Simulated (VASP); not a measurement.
# B (P1) in VASP: single point with PBE

Aim: the single point of B with PBE.

All numbers are computed with VASP 6.6.1; they aren't measurements. Logs are shortened: lines on timing, memory, paths and dates and some standing lists are left out, and cuts for length are marked.

## 1. The cell of the first run

The typed cell holds 8 atoms: a = 2.999 Å, b = 3.105 Å, c = 7.010 Å, α = 105.24°, β = 83.47°, γ = 123.30°.

## 2. Single point, PBE

File INCAR:

```
SYSTEM = B
ALGO     = Normal         ! electronic algorithm
EDIFF    = 1E-6           ! SCF threshold, eV
ENCUT    = 520            ! plane-wave cutoff, eV
GGA      = PE             ! functional
ISIF     = 2              ! what is computed and relaxed
ISMEAR   = 0              ! smearing method
LASPH    = .TRUE.         ! aspherical terms in the spheres
LCHARG   = .TRUE.         ! write CHGCAR
LELF     = .TRUE.         ! ELF
LREAL    = .FALSE.        ! projectors in reciprocal space
LVHAR    = .TRUE.       
LWAVE    = .FALSE.        ! write WAVECAR
NBANDS   = 22             ! bands
NELM     = 100            ! most SCF steps
PREC     = Accurate       ! precision mode
SIGMA    = 0.1            ! smearing width, eV
```

File KPOINTS:

```
k-points
0
G
  9 9 4
  0 0 0
```

File POSCAR:

```
B
1.0
    2.9937695664     -0.1086691145      0.1486744534
   -1.5937211174      2.6381522063     -0.3750093831
    0.4205889052     -0.9284254524      6.9352901670
B
8
Direct
    0.0053689763     -0.1827007842      0.1698110760
    0.1067272301      0.1739311908      0.6714889487
    0.2161938093      0.3491556346      0.4261543926
   -0.2937694259     -0.2694173681      0.8330337664
    0.5337873742      0.9009546143      0.3238467105
    0.0439227219      0.5191983881      0.9170081971
    0.6431932649      0.0760068682      0.0784965098
    0.7445760493      0.4328714563      0.5801603989
```

Potentials or basis: VASP PAW PBE potentials, release 64 (B).

Launch:

```
$ cat potpaw_PBE.64/B/POTCAR > POTCAR
$ mpirun -np 1 vasp_std > vasp.out
```

OUTCAR:

```text
SYSTEM = B
   EDIFF = 1E-6
   ENCUT = 520
   GGA = PE
   ISIF = 2
   ISMEAR = 0
   LASPH = .TRUE.
   LREAL = .FALSE.
   NELM = 100
   PREC = Accurate

 ion  position               nearest neighbor table
   1  0.005  0.817  0.170-   7 1.74   5 1.77   6 1.79   7 1.88   5 1.88   7 1.90   3 1.98
   2  0.107  0.174  0.671-   8 1.74   4 1.82   6 1.82   8 1.88   4 1.88   3 1.88   8 1.90
   3  0.216  0.349  0.426-   5 1.75   8 1.77   5 1.82   2 1.88   8 1.88   1 1.98   5 2.03
   4  0.706  0.731  0.833-   6 1.69   8 1.79   6 1.80   2 1.82   7 1.82   2 1.88   6 2.01
   5  0.534  0.901  0.324-   3 1.75   1 1.77   3 1.82   7 1.88   1 1.88   8 1.98   3 2.03
   6  0.044  0.519  0.917-   4 1.69   1 1.79   4 1.80   7 1.82   2 1.82   7 1.88   4 2.01
   7  0.643  0.076  0.078-   1 1.74   6 1.82   4 1.82   6 1.88   1 1.88   5 1.88   1 1.90
   8  0.745  0.433  0.580-   2 1.74   3 1.77   4 1.79   2 1.88   3 1.88   2 1.90   5 1.98

  LATTYP: Found a triclinic cell.
 ALAT       =     2.9994281599
 B/A-ratio  =     2.6444902001
 C/A-ratio  =     0.9668307201
 COS(alpha) =     0.0240675036
 COS(beta)  =     0.4464042653
 COS(gamma) =     0.4786492701

  Lattice vectors:

 A1 = (  -2.9937695664,   0.1086691145,  -0.1486744534)
 A2 = (  -3.4143584716,   1.0370945669,  -7.0839646204)
 A3 = (  -1.4000484490,  -2.5294830918,   0.2263349297)

Analysis of symmetry for initial positions (statically):
=====================================================================
 Subroutine PRICEL returns:
 Original cell was already a primitive cell.

 Routine SETGRP: Setting up the symmetry group for a
 triclinic supercell.

 Subroutine GETGRP returns: Found  1 space group operations
 (whereof  1 operations were pure point group operations)
 out of a pool of  2 trial point group operations.

The static configuration has the point symmetry C_1 .

Analysis of symmetry for dynamics (positions and initial velocities):
=====================================================================
 Subroutine PRICEL returns:
 Original cell was already a primitive cell.

 Routine SETGRP: Setting up the symmetry group for a
 triclinic supercell.

 Subroutine GETGRP returns: Found  1 space group operations
 (whereof  1 operations were pure point group operations)
 out of a pool of  2 trial point group operations.

The dynamic configuration has the point symmetry C_1 .

 Subroutine INISYM returns: Found  1 space group operations
 (whereof  1 operations are pure point group operations),
 and found     1 'primitive' translations

----------------------------------------------------------------------------------------

                                     Primitive cell

  volume of cell :      52.6038

  direct lattice vectors                    reciprocal lattice vectors
     2.993769566 -0.108669114  0.148674453     0.341195732  0.207118102  0.007035117
    -1.593721117  2.638152206 -0.375009383     0.011702938  0.393510364  0.051969406
     0.420588905 -0.928425452  6.935290167    -0.006681534  0.016838071  0.146849382

  length of vectors
     2.999428160  3.104903557  7.009787340     0.399201614  0.397099716  0.147962510

  position of ions in fractional coordinates (direct lattice)
     0.005368976  0.817299216  0.169811076
     0.106727230  0.173931191  0.671488949
     0.216193809  0.349155635  0.426154393
     0.706230574  0.730582632  0.833033766
     0.533787374  0.900954614  0.323846710
     0.043922722  0.519198388  0.917008197
     0.643193265  0.076006868  0.078496510
     0.744576049  0.432871456  0.580160399

  ion indices of the primitive-cell ions
   primitive index   ion index
                 1           1
                 2           2
                 3           3
                 4           4
                 5           5
                 6           6
                 7           7
                 8           8

----------------------------------------------------------------------------------------

 KPOINTS: k-points

Automatic generation of k-mesh.
 Grid dimensions read from file:
 generate k-points for:    9    9    4

 Generating k-lattice:

  Cartesian coordinates                     Fractional coordinates (reciprocal lattice)
     0.037910637  0.023013122  0.000781680     0.111111111 -0.000000000  0.000000000
     0.001300326  0.043723374  0.005774378     0.000000000  0.111111111  0.000000000
    -0.001670384  0.004209518  0.036712345    -0.000000000  0.000000000  0.250000000

  Length of vectors
     0.044355735  0.044122191  0.036990628

  Shift w.r.t. Gamma in fractional coordinates (k-lattice)
     0.000000000  0.000000000  0.000000000

 Subroutine IBZKPT returns following result:
 ===========================================

 Found    163 irreducible k-points:

 Following reciprocal coordinates:
            Coordinates               Weight
  0.000000  0.000000  0.000000      1.000000
  0.111111 -0.000000  0.000000      2.000000
  0.222222 -0.000000  0.000000      2.000000
  0.333333 -0.000000  0.000000      2.000000
  0.444444 -0.000000  0.000000      2.000000
 -0.000000  0.111111  0.000000      2.000000
[... 16 lines left out ...]
 -0.111111  0.222222  0.000000      2.000000
 -0.000000  0.333333 -0.000000      2.000000
 [... further k-points ...]
   k-points           NKPTS =    163   k-points in BZ     NKDIM =    163   number of bands    NBANDS=     22
   number of dos      NEDOS =    301   number of ions     NIONS =      8
   total plane-waves  NPLWV =  31104
   dimension x,y,z NGX =    24 NGY =   24 NGZ =   54
   dimension x,y,z NGXF=    48 NGYF=   48 NGZF=  108
   ions per type =               8
   NGX,Y,Z   is equivalent  to a cutoff of  13.30, 12.85, 12.81 a.u.
   NGXF,Y,Z  is equivalent  to a cutoff of  26.60, 25.70, 25.61 a.u.
 SYSTEM =  B
   PREC   = accura    normal or accurate (medium, high low for compatibility)
   ISTART =      0    job   : 0-new  1-cont  2-samecut
   ICHARG =      2    charge: 1-file 2-atom 10-const
   ISPIN  =      1    spin polarized calculation?
   LNONCOLLINEAR =      F non collinear calculations
   LSORBIT =      F    spin-orbit coupling
   LASPH  =      T    aspherical Exc in radial PAW
   ENCUT  =  520.0 eV  38.22 Ry    6.18 a.u.   5.58  5.77 13.03*2*pi/ulx,y,z
   NELM   =    100;   NELMIN=  2; NELMDL= -5     # of ELM steps
   EDIFF  = 0.1E-05   stopping-criterion for ELM
   LREAL  =      F    real-space projection
   EDIFFG = 0.1E-04   stopping-criterion for IOM
   NSW    =      0    number of steps for IOM
   IBRION =     -1    ionic relax: 0-MD 1-quasi-New 2-CG
   NFREE  =      0    steps in history (QN), initial steepest desc. (CG)
   ISIF   =      2    stress and relaxation
   ISYM   =      2    0-nonsym 1-usesym 2-fastsym
   POTIM  = 0.5000    time-step for ionic-motion
   TEBEG  =    0.0;   TEEND  =   0.0 temperature during run
   PSTRESS=    0.0 pullay stress
   NELECT =      24.0000    total number of electrons
   NUPDOWN=      -1.0000    fix difference up-down
   EMIN   =  10.00;   EMAX   =-10.00  energy-range for DOS
   EFERMI =   0.00;   METHOD = LEGACY
   ISMEAR =     0;   SIGMA  =   0.10  broadening in eV -4-tet -1-fermi 0-gaus
   EFERMI_NEDOS =   21; number of points for ismear=-14 and -15
   IALGO  =     38    algorithm
   IMIX   =      4    mixing-type and parameters
     AMIX     =   0.40;   BMIX     =  1.00
     AMIX_MAG =   1.60;   BMIX_MAG =  1.00
  volume/ion in A,a.u.               =       6.58        44.37
  Fermi-wavevector in a.u.,A,eV,Ry     =   1.260297  2.381616 21.610798  1.588349
  Thomas-Fermi vector in A             =   2.393814
   LORBIT       =      0    0 simple, 1 ext, 2 COOP (PROOUT), +10 PAW based schemes
   GGA     = PE    functional components
   LHFCALC =     F    Hartree Fock is set to
   AEXX    =    0.0000 exact exchange contribution
   IVDW    =     0    specifies the selected vdW correction
   LEPSILON=     F    determine dielectric tensor
   LRPA    =     F    only Hartree local field effects (RPA)
 non-spin polarized calculation
 Gauss-broadening in eV      SIGMA  =   0.10
  energy-cutoff  :      520.00
  volume of cell :       52.60
 maximum number of plane-waves:      1432
   NGX = 11   NGY = 11   NGZ = 25

 number of electron      24.0000000 magnetization

 Free energy of the ion-electron system (eV)
  ---------------------------------------------------
  ext. energy  EPLUGINS =         0.00000000
  ---------------------------------------------------
  free energy    TOTEN  =       -50.48057718 eV

  energy without entropy =      -50.47578817  energy(sigma->0) =      -50.47818268

 E-fermi :   8.0208     XC(G=0): -12.2494

 val. band max:        8.0189902655   @ k =   0.0000   0.4444   0.0000
 cond. band min:       8.0502141438   @ k =   0.2222   0.4444   0.5000
 fundamental gap:      0.0312238783
 Fermi energy:         8.0207857283

 k-point     1 :       0.0000    0.0000    0.0000
  band No.  band energies     occupation
      1      -9.0680      2.00000
      2      -6.6119      2.00000
      3      -6.4566      2.00000
      4      -0.0165      2.00000
      5       1.5098      2.00000
      6       4.4001      2.00000
[... 14 lines left out ...]
     21      15.1997      0.00000
     22      15.9014      0.00000

 k-point     2 :       0.1111   -0.0000    0.0000
  band No.  band energies     occupation
      1      -8.8398      2.00000
      2      -6.4170      2.00000
      3      -6.2049      2.00000
      4       0.1367      2.00000
      5       1.5988      2.00000
      6       3.4091      2.00000
[... 14 lines left out ...]
     21      15.3481      0.00000
     22      15.7115      0.00000

 k-point     3 :       0.2222   -0.0000    0.0000
  band No.  band energies     occupation
      1      -8.1575      2.00000
      2      -5.8105      2.00000
      3      -5.4784      2.00000
      4       0.4795      2.00000
      5       1.1849      2.00000
      6       1.8725      2.00000
[... 14 lines left out ...]
     21      16.1429      0.00000
     22      16.6679      0.00000
[... 476 lines left out ...]
 k-point    23 :      -0.1111    0.2222    0.0000
  band No.  band energies     occupation
      1      -8.4314      2.00000
      2      -6.5779      2.00000
      3      -5.2491      2.00000
      4      -0.2517      2.00000
      5       2.0125      2.00000
      6       2.7281      2.00000
[... 14 lines left out ...]
     21      15.9630      0.00000
     22      17.0019      0.00000

 k-point    24 :      -0.0000    0.3333   -0.0000
  band No.  band energies     occupation
      1      -7.0714      2.00000
      2      -5.7087      2.00000
      3      -3.5352      2.00000
      4      -1.0058      2.00000
      5      -0.2262      2.00000
      6       0.1644      2.00000
[... 14 lines left out ...]
     21      17.5264      0.00000
     22      18.3589      0.00000

 [... further k-points ...]
[... 5 lines left out ...]
  --------------------------------------------------------------------------------------
  -------------------------------------------------------------------------------------
  Total        0.0477429      0.0142724      0.0223683      0.0037236     -0.0021318      0.0097267
  in kB        1.4541281      0.4347004      0.6812806      0.1134113     -0.0649279      0.2962493
  external PRESSURE =       0.8567030 kB  Pullay stress =       0.0000000 kB

 VOLUME and BASIS-vectors are now :
 -----------------------------------------------------------------------------
  energy-cutoff  :      520.00
  volume of cell :       52.60
      direct lattice vectors                 reciprocal lattice vectors
     2.993769566 -0.108669114  0.148674453     0.341195732  0.207118102  0.007035117
    -1.593721117  2.638152206 -0.375009383     0.011702938  0.393510364  0.051969406
     0.420588905 -0.928425452  6.935290167    -0.006681534  0.016838071  0.146849382

 POSITION                                       TOTAL-FORCE (eV/Angst)
 -----------------------------------------------------------------------------------
     -1.21505      1.99792      0.87199         0.002337      0.000446      0.002216
      0.32474     -0.17617      4.60761         0.000621      0.000535      0.006586
      0.27001      0.50198      2.85671        -0.000378     -0.003002      0.002410
      1.30031      1.07723      5.60835        -0.016205      0.005814     -0.008805
      0.29837      2.01818      1.98747         0.000427      0.003383     -0.002635
     -0.31028      0.51358      6.17154         0.012222     -0.004291      0.006694
      1.83745      0.05774      0.61152         0.001151      0.000505     -0.004978
      1.78322      0.52243      3.97195        -0.000176     -0.003391     -0.001488
 -----------------------------------------------------------------------------------
    total drift:                                0.000000     -0.000000      0.000001

  FREE ENERGIE OF THE ION-ELECTRON SYSTEM (eV)
  ---------------------------------------------------
  free  energy   TOTEN  =       -50.4805771788 eV

  energy  without entropy=      -50.4757881728  energy(sigma->0) =      -50.47818268
```

Run time: 2.2 min. Hardware: 1 thread of Intel Xeon Platinum 8375C at 2.90GHz (Ice Lake), shared host; peak memory 0.26 GiB.

Results:

- Free energy: -50.4806 eV
- Pressure: 0.1 GPa
- Largest force: 0.019 eV/Å
- Band gap on the k mesh: zero (bands 12 and 13 overlap by 2.24 eV)

Forces on the atoms (eV/Å):
```
B    0.002  0.000  0.002
B    0.001  0.001  0.007
B    0.000 -0.003  0.002
B   -0.016  0.006 -0.009
B    0.000  0.003 -0.003
B    0.012 -0.004  0.007
B    0.001  0.001 -0.005
B    0.000 -0.003 -0.001
```

Levels at points of the mesh, in eV from the Fermi level:
```
           k point  band 10  band 11  band 12  band 13  band 14  band 15
(0.00, 0.00, 0.00)    -1.23    -0.73     1.04     1.32     2.39     2.69
(0.00, 0.00, 0.50)    -1.57     0.14     0.19     1.33     1.55     2.62
```

The gap in the log of VASP goes by the Fermi energy; the results here count the filled bands.